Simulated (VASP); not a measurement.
# SrCl2 in VASP: further runs, part 2 of 3

VASP 6.6.1. Earlier steps stand in the parts before.

## Step 3: Single point, PBE

Contents of INCAR:

```
SYSTEM = SrCl2
ALGO = Normal
EDIFF = 1E-6
ENCUT = 520
GGA = PE
ISIF = 2
ISMEAR = 0
LASPH = .TRUE.
LCHARG = .FALSE.
LREAL = .FALSE.
LWAVE = .FALSE.
NBANDS = 19
NELM = 60
PREC = Accurate
SIGMA = 0.05
```

Contents of KPOINTS:

```
k-points
0
G
  6 6 6
  0 0 0
```

Contents of POSCAR:

```
SrCl2
1.0
    0.0000000000      3.6072069568      3.5544185623
    3.3960533788      0.0000000000      3.5544185623
    3.3960533788      3.6072069568      0.0000000000
Sr Cl
1 2
Direct
    0.0000000000      0.0000000000      0.0000000000
    0.2500000000      0.2500000000      0.2500000000
    0.7500000000      0.7500000000      0.7500000000
```

Potentials or basis: VASP PAW PBE potentials, release 64 (Sr_sv, Cl).

On the command line:

```bash
$ cat potpaw_PBE.64/Sr_sv/POTCAR potpaw_PBE.64/Cl/POTCAR > POTCAR
$ mpirun -np 1 vasp_std > vasp.out
```

OUTCAR:

```text
SYSTEM = SrCl2
   EDIFF = 1E-6
   ENCUT = 520
   GGA = PE
   ISIF = 2
   ISMEAR = 0
   LASPH = .TRUE.
   LREAL = .FALSE.
   NELM = 60
   PREC = Accurate

 ion  position               nearest neighbor table
   1  0.000  0.000  0.000-   3 3.05   3 3.05   3 3.05   2 3.05   3 3.05   2 3.05   2 3.05   2 3.05

   2  0.250  0.250  0.250-   1 3.05   1 3.05   1 3.05   1 3.05
   3  0.750  0.750  0.750-   1 3.05   1 3.05   1 3.05   1 3.05

  LATTYP: Found a face centered orthorhombic cell.
 ALAT       =     6.7921067576
 B/A-ratio  =     1.0466321244
 C/A-ratio  =     1.0621761658

  Lattice vectors:

 A1 = (   0.0000000000,   3.6072069568,  -3.5544185623)
 A2 = (   3.3960533788,   3.6072069568,   0.0000000000)
 A3 = (   3.3960533788,   0.0000000000,  -3.5544185623)

Analysis of symmetry for initial positions (statically):
=====================================================================
 Subroutine PRICEL returns:
 Original cell was already a primitive cell.

 Routine SETGRP: Setting up the symmetry group for a
 face centered orthorhombic supercell.

 Subroutine GETGRP returns: Found  8 space group operations
 (whereof  8 operations were pure point group operations)
 out of a pool of  8 trial point group operations.

The static configuration has the point symmetry D_2h.

Analysis of symmetry for dynamics (positions and initial velocities):
=====================================================================
 Subroutine PRICEL returns:
 Original cell was already a primitive cell.

 Routine SETGRP: Setting up the symmetry group for a
 face centered orthorhombic supercell.

 Subroutine GETGRP returns: Found  8 space group operations
 (whereof  8 operations were pure point group operations)
 out of a pool of  8 trial point group operations.

The dynamic configuration has the point symmetry D_2h.

 Subroutine INISYM returns: Found  8 space group operations
 (whereof  8 operations are pure point group operations),
 and found     1 'primitive' translations

----------------------------------------------------------------------------------------

                                     Primitive cell

  volume of cell :      87.0852

  direct lattice vectors                    reciprocal lattice vectors
     0.000000000  3.607206957  3.554418562    -0.147229724  0.138611398  0.140669983
     3.396053379  0.000000000  3.554418562     0.147229724 -0.138611398  0.140669983
     3.396053379  3.607206957  0.000000000     0.147229724  0.138611398 -0.140669983

  length of vectors
     5.064171536  4.916001410  4.954303239     0.246328552  0.246328552  0.246328552

  position of ions in fractional coordinates (direct lattice)
     0.000000000  0.000000000  0.000000000
     0.250000000  0.250000000  0.250000000
     0.750000000  0.750000000  0.750000000

  ion indices of the primitive-cell ions
   primitive index   ion index
                 1           1
                 2           2
                 3           3

----------------------------------------------------------------------------------------

 KPOINTS: k-points

Automatic generation of k-mesh.
 Grid dimensions read from file:
 generate k-points for:    6    6    6

 Generating k-lattice:

  Cartesian coordinates                     Fractional coordinates (reciprocal lattice)
    -0.024538287  0.023101900  0.023444997     0.166666667  0.000000000  0.000000000
     0.024538287 -0.023101900  0.023444997    -0.000000000  0.166666667 -0.000000000
     0.024538287  0.023101900 -0.023444997     0.000000000  0.000000000  0.166666667

  Length of vectors
     0.041054759  0.041054759  0.041054759

  Shift w.r.t. Gamma in fractional coordinates (k-lattice)
     0.000000000  0.000000000  0.000000000

 Subroutine IBZKPT returns following result:
 ===========================================

 Found     46 irreducible k-points:

 Following reciprocal coordinates:
            Coordinates               Weight
  0.000000  0.000000  0.000000      1.000000
  0.166667  0.000000 -0.000000      8.000000
  0.333333  0.000000 -0.000000      8.000000
  0.500000 -0.000000 -0.000000      4.000000
  0.166667  0.166667  0.000000      2.000000
  0.333333  0.166667 -0.000000      8.000000
[... 16 lines left out ...]
 -0.166667  0.166667  0.166667      8.000000
  0.500000  0.333333  0.166667      4.000000
 [... further k-points ...]
   k-points           NKPTS =     46   k-points in BZ     NKDIM =     46   number of bands    NBANDS=     19
   number of dos      NEDOS =    301   number of ions     NIONS =      3
   total plane-waves  NPLWV =  64000
   dimension x,y,z NGX =    40 NGY =   40 NGZ =   40
   dimension x,y,z NGXF=    80 NGYF=   80 NGZF=   80
   ions per type =               1   2
   NGX,Y,Z   is equivalent  to a cutoff of  13.13, 13.53, 13.42 a.u.
   NGXF,Y,Z  is equivalent  to a cutoff of  26.26, 27.05, 26.84 a.u.
 SYSTEM =  SrCl2
   PREC   = accura    normal or accurate (medium, high low for compatibility)
   ISTART =      0    job   : 0-new  1-cont  2-samecut
   ICHARG =      2    charge: 1-file 2-atom 10-const
   ISPIN  =      1    spin polarized calculation?
   LNONCOLLINEAR =      F non collinear calculations
   LSORBIT =      F    spin-orbit coupling
   LASPH  =      T    aspherical Exc in radial PAW
   ENCUT  =  520.0 eV  38.22 Ry    6.18 a.u.   9.42  9.14  9.21*2*pi/ulx,y,z
   NELM   =     60;   NELMIN=  2; NELMDL= -5     # of ELM steps
   EDIFF  = 0.1E-05   stopping-criterion for ELM
   LREAL  =      F    real-space projection
   EDIFFG = 0.1E-04   stopping-criterion for IOM
   NSW    =      0    number of steps for IOM
   IBRION =     -1    ionic relax: 0-MD 1-quasi-New 2-CG
   NFREE  =      0    steps in history (QN), initial steepest desc. (CG)
   ISIF   =      2    stress and relaxation
   ISYM   =      2    0-nonsym 1-usesym 2-fastsym
   POTIM  = 0.5000    time-step for ionic-motion
   TEBEG  =    0.0;   TEEND  =   0.0 temperature during run
   PSTRESS=    0.0 pullay stress
   NELECT =      24.0000    total number of electrons
   NUPDOWN=      -1.0000    fix difference up-down
   EMIN   =  10.00;   EMAX   =-10.00  energy-range for DOS
   EFERMI =   0.00;   METHOD = LEGACY
   ISMEAR =     0;   SIGMA  =   0.05  broadening in eV -4-tet -1-fermi 0-gaus
   EFERMI_NEDOS =   21; number of points for ismear=-14 and -15
   IALGO  =     38    algorithm
   IMIX   =      4    mixing-type and parameters
     AMIX     =   0.40;   BMIX     =  1.00
     AMIX_MAG =   1.60;   BMIX_MAG =  1.00
  volume/ion in A,a.u.               =      29.03       195.89
  Fermi-wavevector in a.u.,A,eV,Ry     =   1.065362  2.013242 15.442561  1.134996
  Thomas-Fermi vector in A             =   2.200911
   LORBIT       =      0    0 simple, 1 ext, 2 COOP (PROOUT), +10 PAW based schemes
   GGA     = PE    functional components
   LHFCALC =     F    Hartree Fock is set to
   AEXX    =    0.0000 exact exchange contribution
   IVDW    =     0    specifies the selected vdW correction
   LEPSILON=     F    determine dielectric tensor
   LRPA    =     F    only Hartree local field effects (RPA)
 non-spin polarized calculation
 Gauss-broadening in eV      SIGMA  =   0.05
  energy-cutoff  :      520.00
  volume of cell :       87.09
 maximum number of plane-waves:      2372
 NGX is ok and might be reduce to    40
   NGX = 19   NGY = 19   NGZ = 19

 number of electron      24.0000000 magnetization

 Free energy of the ion-electron system (eV)
  ---------------------------------------------------
  ext. energy  EPLUGINS =         0.00000000
  ---------------------------------------------------
  free energy    TOTEN  =       -12.76426715 eV

  energy without entropy =      -12.76426715  energy(sigma->0) =      -12.76426715

 E-fermi :   0.5312     XC(G=0):  -8.1738

 val. band max:        0.2247303448   @ k =   0.0000   0.5000   0.5000
 cond. band min:       5.1654367682   @ k =   0.0000   0.0000   0.0000
 fundamental gap:      4.9407064234
 Fermi energy:         0.5312227389

 k-point     1 :       0.0000    0.0000    0.0000
  band No.  band energies     occupation
      1     -32.9908      2.00000
      2     -14.9809      2.00000
      3     -14.9679      2.00000
      4     -14.9632      2.00000
      5     -13.2337      2.00000
      6     -12.4202      2.00000
[... 11 lines left out ...]
     18       9.0967      0.00000
     19       9.1325      0.00000
[... 485 lines left out ...]
 k-point    24 :       0.5000    0.3333    0.1667
  band No.  band energies     occupation
      1     -32.9879      2.00000
      2     -15.1731      2.00000
      3     -15.0543      2.00000
      4     -14.9813      2.00000
      5     -12.7304      2.00000
      6     -12.5986      2.00000
[... 11 lines left out ...]
     18       8.5162      0.00000
     19       9.6780      0.00000

 [... further k-points ...]
[... 5 lines left out ...]
  --------------------------------------------------------------------------------------
  -------------------------------------------------------------------------------------
  Total        1.0685588     -0.5864520     -0.1990750      0.0000000      0.0000000      0.0000000
  in kB       19.6591563    -10.7894402     -3.6625465      0.0000000      0.0000000      0.0000000
  external PRESSURE =       1.7357232 kB  Pullay stress =       0.0000000 kB

 VOLUME and BASIS-vectors are now :
 -----------------------------------------------------------------------------
  energy-cutoff  :      520.00
  volume of cell :       87.09
      direct lattice vectors                 reciprocal lattice vectors
     0.000000000  3.607206957  3.554418562    -0.147229724  0.138611398  0.140669983
     3.396053379  0.000000000  3.554418562     0.147229724 -0.138611398  0.140669983
     3.396053379  3.607206957  0.000000000     0.147229724  0.138611398 -0.140669983

 POSITION                                       TOTAL-FORCE (eV/Angst)
 -----------------------------------------------------------------------------------
      0.00000      0.00000      0.00000         0.000000     -0.000000     -0.000000
      1.69803      1.80360      1.77721         0.000000      0.000000      0.000000
      5.09408      5.41081      5.33163        -0.000000      0.000000     -0.000000
 -----------------------------------------------------------------------------------
    total drift:                               -0.000000     -0.000000      0.000000

  FREE ENERGIE OF THE ION-ELECTRON SYSTEM (eV)
  ---------------------------------------------------
  free  energy   TOTEN  =       -12.7642671539 eV

  energy  without entropy=      -12.7642671539  energy(sigma->0) =      -12.76426715
```

OSZICAR:

```text
N       E                     dE             d eps       ncg     rms          rms(c)
DAV:   1     0.140535992669E+03    0.14054E+03   -0.11381E+04  1748   0.113E+03
DAV:   2    -0.369856120120E+01   -0.14423E+03   -0.13979E+03  2301   0.220E+02
DAV:   3    -0.127698837254E+02   -0.90713E+01   -0.90432E+01  2307   0.551E+01
DAV:   4    -0.130532608739E+02   -0.28338E+00   -0.28292E+00  2817   0.840E+00
DAV:   5    -0.130566212068E+02   -0.33603E-02   -0.33599E-02  2356   0.880E-01    0.121E+01
DAV:   6    -0.127465701340E+02    0.31005E+00   -0.62463E-01  2067   0.438E+00    0.785E+00
DAV:   7    -0.127542637100E+02   -0.76936E-02   -0.36136E-01  2377   0.358E+00    0.220E+00
DAV:   8    -0.127617714911E+02   -0.75078E-02   -0.53640E-02  1940   0.128E+00    0.395E-01
DAV:   9    -0.127627754864E+02   -0.10040E-02   -0.21697E-03  2260   0.269E-01    0.141E-01
DAV:  10    -0.127641513483E+02   -0.13759E-02   -0.99703E-04  1864   0.183E-01    0.343E-02
DAV:  11    -0.127642441775E+02   -0.92829E-04   -0.61490E-05  2324   0.444E-02    0.419E-02
DAV:  12    -0.127642655207E+02   -0.21343E-04   -0.21847E-05  1865   0.238E-02    0.421E-03
DAV:  13    -0.127642671463E+02   -0.16256E-05   -0.17643E-06  2193   0.733E-03    0.444E-03
DAV:  14    -0.127642671539E+02   -0.75854E-08   -0.38480E-07  1497   0.410E-03
   1 F= -.12764267E+02 E0= -.12764267E+02  d E =-.627063E-20
```

stdout:

```text
POSCAR found type information on POSCAR SrCl
 POSCAR found :  2 types and       3 ions
 scaLAPACK will be used
 LDA part: xc-table for (Slater+PW92), standard interpolation
 POSCAR, INCAR and KPOINTS ok, starting setup
 FFT: planning ... GRIDC
 FFT: planning ... GRID_SOFT
 FFT: planning ... GRID
 WAVECAR not read
 entering main loop
```

It took 48 s on 1 thread of Intel Xeon 6975P-C (Granite Rapids), shared host; peak memory 0.27 GiB.

Results:

```
Free energy            : -12.7643 eV
Pressure               : 0.2 GPa
Band gap on the k mesh : 4.94 eV, indirect (least direct gap 5.22 eV)
```

Stress tensor (GPa, compression positive):
```
 1.97  0.00  0.00
 0.00 -1.08  0.00
 0.00  0.00 -0.37
```

Caveat: the cell differs from its parent crystal (strain +e along x and -e along y -0.0300, strain +e along z and -e/2 along x and y +0.0100).

(Continued in part 3 of 3.)
